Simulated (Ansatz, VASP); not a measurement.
## BN in VASP and in Ansatz

File INCAR:

```
SYSTEM = BN
PREC = Accurate
ENCUT = 520
EDIFF = 1E-6
ISMEAR = 0
SIGMA = 0.01
LREAL = .FALSE.
LASPH = .TRUE.
NELM = 100
ALGO = Normal
ISIF = 2
LWAVE = .FALSE.
LCHARG = .TRUE.
GGA = PE
LELF = .TRUE.
LVHAR = .TRUE.
NBANDS = 11
```

Contents of KPOINTS:

```
Automatic mesh
0
G
  10 10 10
  0 0 0
```

The input POSCAR:

```
BN
1.0
    0.0000000000      1.8122639358      1.8122639358
    1.8122639358      0.0000000000      1.8122639358
    1.8122639358      1.8122639358      0.0000000000
B N
1 1
Direct
    0.0000000000      0.0000000000      0.0000000000
    0.2500000000      0.2500000000      0.2500000000
```

Input for Ansatz:

```yaml
crystal:
  lattice:
    - [0.0, 1.8122639358, 1.8122639358]
    - [1.8122639358, 0.0, 1.8122639358]
    - [1.8122639358, 1.8122639358, 0.0]
  atoms:
    - { symbol: B, position: [0.0, 0.0, 0.0] }
    - { symbol: "N", position: [0.25, 0.25, 0.25] }
kpoints:
  mp_grid: { grid: [10, 10, 10] }
hamiltonian:
  xc: pbe
scf:
  occupations: { method: fixed }
  n_extra_bands: 4
output:
  forces: true
  stress: true
  eigenvalues: true
```

Alike in both runs: task single point; functional PBE; k mesh 10 × 10 × 10; no spin polarisation.

|  | VASP | Ansatz |
| --- | --- | --- |
| version | VASP 6.6.1 | Ansatz 0.2.0 |
| potentials or method | VASP PAW PBE potentials, release 64 (B, N) | plane waves, PAW |
| plane-wave cutoff (eV) | 520 | 420 |
| occupations | gaussian, width 0.01 eV | fixed |
| valence electrons in the cell | 8 | 8 |

VASP gave:

| Property | Result |
| --- | --- |
| gap on the k mesh at the Fermi level (eV) | 4.45 |
| pressure (GPa) | 0.3 |

Q: Estimate Ansatz's values.

A: gap on the k mesh at the Fermi level (eV): 4.46; pressure (GPa): 0.1.
